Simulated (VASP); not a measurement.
# HfSiO4 (I4_1/amd) in VASP: a series of runs, part 3 of 3

VASP 6.6.1. Earlier steps stand in the parts before.

## 6. Single point, PBEsol

This run uses another cell than the first one, of 10.73 Å³/atom.

File INCAR:

```
SYSTEM = HfSiO4
  PREC = Accurate
  ENCUT = 520
  EDIFF = 1E-7
  ISMEAR = -1
  SIGMA = 0.05
  LREAL = .False.
  LASPH = .True.
  NELM = 100
  ALGO = Normal
  ISIF = 2
  LWAVE = .False.
  LCHARG = .False.
  GGA = PS
  NBANDS = 50
```

File KPOINTS:

```
Automatic mesh
0
Gamma
  5 5 5
  0 0 0
```

File POSCAR:

```
HfSiO4
1.0
   -3.2862500000      3.2862500000      2.9816000000
    3.2862500000     -3.2862500000      2.9816000000
    3.2862500000      3.2862500000     -2.9816000000
Hf Si O
2 2 8
Direct
    0.0000000000      0.0000000000      0.0000000000
    0.7500000000      0.2500000000      0.5000000000
    0.5000000000      0.5000000000      0.0000000000
    0.2500000000      0.7500000000      0.5000000000
    0.6802000000      0.4957000000      0.8155000000
    0.2457000000      0.9302000000      0.3155000000
    0.6802000000      0.8647000000      0.1845000000
    0.6147000000      0.9302000000      0.6845000000
    0.0698000000      0.3853000000      0.3155000000
    0.5043000000      0.3198000000      0.1845000000
    0.0698000000      0.7543000000      0.6845000000
    0.1353000000      0.3198000000      0.8155000000
```

Potentials or basis: VASP PAW PBE potentials, release 64 (Hf_pv, Si, O).

Command:

```
$ cat potpaw_PBE.64/Hf_pv/POTCAR potpaw_PBE.64/Si/POTCAR potpaw_PBE.64/O/POTCAR > POTCAR
$ mpirun -np 1 vasp_std > vasp.out
```

OUTCAR:

```text
SYSTEM = HfSiO4
   PREC = Accurate
   ENCUT = 520
   EDIFF = 1E-7
   ISMEAR = -1
   LREAL = .False.
   LASPH = .True.
   NELM = 100
   ISIF = 2
   GGA = PS

 ion  position               nearest neighbor table
   1  0.000  0.000  0.000-   6 2.11   8 2.11   9 2.11  11 2.11   7 2.26  10 2.26  12 2.26   5 2.26
                             3 2.98   3 2.98   2 3.61   2 3.61   2 3.61   2 3.61
   2  0.750  0.250  0.500-   5 2.11   7 2.11  10 2.11  12 2.11   9 2.26  11 2.26   8 2.26   6 2.26
                             4 2.98   4 2.98   1 3.61   1 3.61   1 3.61   1 3.61
   3  0.500  0.500  0.000-   5 1.62   7 1.62  10 1.62  12 1.62   1 2.98   1 2.98
   4  0.250  0.750  0.500-   6 1.62   8 1.62   9 1.62  11 1.62   2 2.98   2 2.98
   5  0.680  0.496  0.816-   3 1.62   2 2.11   1 2.26
   6  0.246  0.930  0.316-   4 1.62   1 2.11   2 2.26
   7  0.680  0.865  0.184-   3 1.62   2 2.11   1 2.26
   8  0.615  0.930  0.684-   4 1.62   1 2.11   2 2.26
   9  0.070  0.385  0.316-   4 1.62   1 2.11   2 2.26
  10  0.504  0.320  0.184-   3 1.62   2 2.11   1 2.26
  11  0.070  0.754  0.684-   4 1.62   1 2.11   2 2.26
[... 1160 lines left out ...]
     50      12.7787      0.00000

------------------------ aborting loop because EDIFF is reached ----------------------------------------

  FORCE on cell =-STRESS in cart. coord.  units (eV):
  Direction    XX          YY          ZZ          XY          YZ          ZX
  --------------------------------------------------------------------------------------
  -------------------------------------------------------------------------------------
  Total       -0.1866766     -0.1866766      0.3928328      0.0000000     -0.0000000      0.0000000
  in kB       -2.3221481     -2.3221481      4.8866110      0.0000000     -0.0000000      0.0000000
  external PRESSURE =       0.0807716 kB  Pullay stress =       0.0000000 kB

 VOLUME and BASIS-vectors are now :
 -----------------------------------------------------------------------------
  energy-cutoff  :      520.00
  volume of cell :      128.80
      direct lattice vectors                 reciprocal lattice vectors
    -3.286250000  3.286250000  2.981600000     0.000000000  0.152149106  0.167695197
     3.286250000 -3.286250000  2.981600000     0.152149106  0.000000000  0.167695197
     3.286250000  3.286250000 -2.981600000     0.152149106  0.152149106  0.000000000

 POSITION                                       TOTAL-FORCE (eV/Angst)
 -----------------------------------------------------------------------------------
      0.00000      0.00000      0.00000        -0.000000      0.000000      0.000000
     -0.00000      3.28625      1.49080        -0.000000      0.000000      0.000000
      0.00000      0.00000      2.98160        -0.000000      0.000000      0.000000
      3.28625     -0.00000      1.49080        -0.000000      0.000000      0.000000
      2.07362      3.28625      1.07457        -0.479956      0.000000      0.479247
      3.28625     -1.21263      2.56537         0.000000     -0.479956      0.479247
      1.21263     -0.00000      4.05617         0.479956      0.000000      0.479247
      3.28625      1.21263      2.56537        -0.000000      0.479956      0.479247
      2.07362      0.00000      0.41623        -0.479956      0.000000     -0.479247
      0.00000      1.21263      1.90703        -0.000000      0.479956     -0.479247
      4.49888      0.00000      0.41623         0.479956      0.000000     -0.479247
      3.28625      2.07362     -1.07457         0.000000     -0.479956     -0.479247
 -----------------------------------------------------------------------------------
    total drift:                               -0.000000     -0.000000      0.000000

  FREE ENERGIE OF THE ION-ELECTRON SYSTEM (eV)
  ---------------------------------------------------
  free  energy   TOTEN  =      -113.4199145057 eV

  energy  without entropy=     -113.4199145057  energy(sigma->0) =     -113.41991451
```

Wall time 70 s (1 thread of Intel Xeon 6975P-C (Granite Rapids), shared host); peak memory 0.31 GiB.

Results:

| Item | Value |
| --- | --- |
| Free energy | -113.4199 eV |
| Pressure | 0.0 GPa |
| Largest force | 0.678 eV/Å |
| Band gap on the k mesh | 5.31 eV (least direct gap 5.70 eV) |

Forces in eV/Å, atoms in the order of the input:
```
Hf   0.000  0.000  0.000
Hf   0.000  0.000  0.000
Si   0.000  0.000  0.000
Si   0.000  0.000  0.000
O   -0.480  0.000  0.479
O    0.000 -0.480  0.479
O    0.480  0.000  0.479
O    0.000  0.480  0.479
O   -0.480  0.000 -0.479
O    0.000  0.480 -0.479
O    0.480  0.000 -0.479
O    0.000 -0.480 -0.479
```

Levels at points of the mesh, in eV from the valence-band top:
```
           k point  band 34  band 35  band 36  band 37  band 38  band 39  band 40  band 41  band 42  band 43
(0.00, 0.00, 0.00)    -0.69    -0.59    -0.59    -0.56     0.00     5.71     5.99     6.08     6.17     6.17
```

Caveat: the PAW data sets were made with another functional, which shifts forces and pressure a little; spin-orbit coupling is left out, which moves the levels of the heavy elements; an odd mesh through Γ misses points on the zone boundary, where band edges can lie. PBEsol gaps usually lie below the measured ones, often by a third to a half.

## 7. The runs side by side

| task | level | cell | cutoff (eV) | gap on the mesh (eV) | pressure (GPa) | largest force (eV/Å) |
| --- | --- | --- | --- | --- | --- | --- |
| single point | PBE | a = 5.536 Å, angles 107.0, 107.0, 114.6°, 12 atoms | 520 | 5.38 | 3.3 | 0.19 |
| relaxation of cell and atoms | PBE | relaxed to 5 GPa from a = 5.522 Å, angles 107.0, 107.0, 114.6°, 12 atoms | 600 | 5.46 | 5.0 | - |
| single point | revPBE | a = 5.609 Å, angles 106.8, 106.8, 114.9°, 12 atoms | 520 | 5.22 | -1.8 | 0.15 |
| relaxation of cell and atoms | revPBE | relaxed from a = 5.522 Å, angles 107.0, 107.0, 114.6°, 12 atoms | 600 | 5.30 | 0.0 | 0.01 |
| single point | PBEsol | a = 5.522 Å, angles 107.0, 107.0, 114.6°, 12 atoms | 520 | 5.31 | 0.0 | 0.68 |

Alike in all rows: potentials or basis VASP PAW PBE potentials, release 64 (Hf_pv, Si, O); no spin polarisation; k mesh 5 × 5 × 5; smearing fermi-dirac 0.05 eV.

Caveats: spin-orbit coupling is left out, which moves the levels of the heavy elements; an odd mesh through Γ misses points on the zone boundary, where band edges can lie; the PAW data sets were made with another functional, which shifts forces and pressure a little (at least some runs); the cell stands under pressure (at least some runs); the cell is relaxed towards a set pressure, so the run minimises the enthalpy, not the energy (at least some runs).

Absolute energies hang on the potentials; compare differences alone.
